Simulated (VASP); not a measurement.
Input of a VASP 6.6.1 run:

Contents of INCAR:

```
ALGO = Normal
EDIFF = 1E-8
ENCUT = 520
GGA = CA
IBRION = 8
ISIF = 2
ISMEAR = 0
LASPH = True
LCHARG = False
LEPSILON = True
LREAL = False
LWAVE = False
NELM = 80
NSW = 1
PREC = Accurate
SIGMA = 0.01
```

KPOINTS

```
k-points
0
Gamma
  8 8 8
```

The input POSCAR:

```
CaO
1.0
    0.0000000000      2.3539498127      2.3539498127
    2.3539498127      0.0000000000      2.3539498127
    2.3539498127      2.3539498127      0.0000000000
Ca O
1 1
Direct
    0.0000000000      0.0000000000      0.0000000000
    0.5000000000      0.5000000000      0.5000000000
```

Potentials or basis: VASP PAW LDA potentials, release 64 (Ca_sv, O).

The run is started by

```console
$ cat potpaw_LDA.64/Ca_sv/POTCAR potpaw_LDA.64/O/POTCAR > POTCAR
$ mpirun -np 1 vasp_std > vasp.out
```

Question: Predict the electronic dielectric tensor (diagonal).

Answer: 3.89.

Question: Estimate the Born charges (mean of the diagonal).

Answer: Ca +2.38; O -2.38 e.

Question: What does it give for the highest phonon frequency at Γ, LO-TO splitting left out?

Answer: 299 cm⁻¹.

Phonon frequencies in cm⁻¹ (negative: imaginary):
| q point | frequencies |
| --- | --- |
| (0.000, 0.000, 0.000) | -1 -1 -1 299 299 299 |
